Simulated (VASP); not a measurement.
Here is a VASP 6.6.1 calculation.

INCAR

```
SYSTEM = C
ALGO     = Normal         ! electronic algorithm
EDIFF    = 1E-6           ! SCF threshold, eV
ENCUT    = 600            ! plane-wave cutoff, eV
GGA      = CA             ! functional
GGA_COMPAT= .FALSE.      
ISIF     = 2              ! what is computed and relaxed
ISMEAR   = 0              ! smearing method
LASPH    = .TRUE.         ! aspherical terms in the spheres
LCHARG   = .TRUE.         ! write CHGCAR
LELF     = .TRUE.         ! ELF
LREAL    = .FALSE.        ! projectors in reciprocal space
LVHAR    = .TRUE.       
LWAVE    = .FALSE.        ! write WAVECAR
NBANDS   = 11             ! bands
NELM     = 120            ! most SCF steps
PREC     = Accurate       ! precision mode
SIGMA    = 0.1            ! smearing width, eV
```

Contents of KPOINTS:

```
k-points
0
G
  10 10 10
  0 0 0
```

Contents of POSCAR:

```
C
1.0
    0.0000000000      1.7660495859      1.7660495859
    1.7660495859      0.0000000000      1.7660495859
    1.7660495859      1.7660495859      0.0000000000
C
2
Direct
    0.0000000000      0.0000000000      0.0000000000
    0.2500000000      0.2500000000      0.2500000000
```

Potentials or basis: VASP PAW LDA potentials, release 64 (C).

Launch:

```bash
$ cat potpaw_LDA.64/C/POTCAR > POTCAR
$ mpirun -np 1 vasp_std > vasp.out
```

Problem. Predict the band gap on the k mesh.

Solution. 4.20 eV, indirect (least direct gap 5.63 eV).

Problem. Predict the pressure.

Solution. 0.7 GPa.

A k mesh can miss the band edges.
